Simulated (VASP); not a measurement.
Set up this calculation in VASP 6.6.1, as the native input.

```
Task                   : electric field gradients
Functional             : PBEsol
Potentials or basis    : VASP PAW PBE potentials, release 64 (Zr_sv, C)
Cutoff                 : 520 eV
k mesh                 : 15 × 15 × 15
Occupations            : fermi-dirac, width 0.05 eV
Spin                   : no spin polarisation
Dipole correction      : no
Further INCAR settings : ALGO = Normal; EDIFF = 1e-08; NBANDS = 15
```

The structure of ZrC lies in POSCAR:

```
ZrC
1.0
    0.0000000000      2.3502100000      2.3972142000
    2.3502100000      0.0000000000      2.3972142000
    2.3502100000      2.3502100000      0.0000000000
Zr C
1 1
Direct
    0.5000000000      0.5000000000      0.5000000000
    0.0000000000      0.0000000000      0.0000000000
```

This cell differs from its parent crystal: zz strain of +2 %.

The input as run:

INCAR

```
SYSTEM = ZrC
ALGO = Normal
EDIFF = 1E-8
ENCUT = 520
GGA = PS
ISIF = 2
ISMEAR = -1
LASPH = .True.
LCHARG = .False.
LEFG = .True.
LREAL = .False.
LWAVE = .False.
NBANDS = 15
NELM = 80
PREC = Accurate
SIGMA = 0.05
```

KPOINTS

```
k-points
0
Gamma
  15 15 15
  0 0 0
```

Potentials or basis: VASP PAW PBE potentials, release 64 (Zr_sv, C).

Command:

```console
$ cat potpaw_PBE.64/Zr_sv/POTCAR potpaw_PBE.64/C/POTCAR > POTCAR
$ mpirun -np 1 vasp_std > vasp.out
```

Results of the run:

The pressure is -8.2 GPa. The band gap on the k mesh is zero (bands 8 and 9 overlap by 1.37 eV) and the largest electric field gradient by atom is Zr +28.8; C +2.5 V/Å².

Caveat: the cell differs from its parent crystal (zz strain of +2 %); the cell stands under tension; without QUAD_EFG the Cq values of the log hold for a quadrupole moment of 1 mb, not for the nuclei; the PAW data sets were made with another functional, which shifts forces and pressure a little.

It took 5 min on 1 thread of AMD EPYC 7R13, on a shared host, peak memory 0.22 GiB.
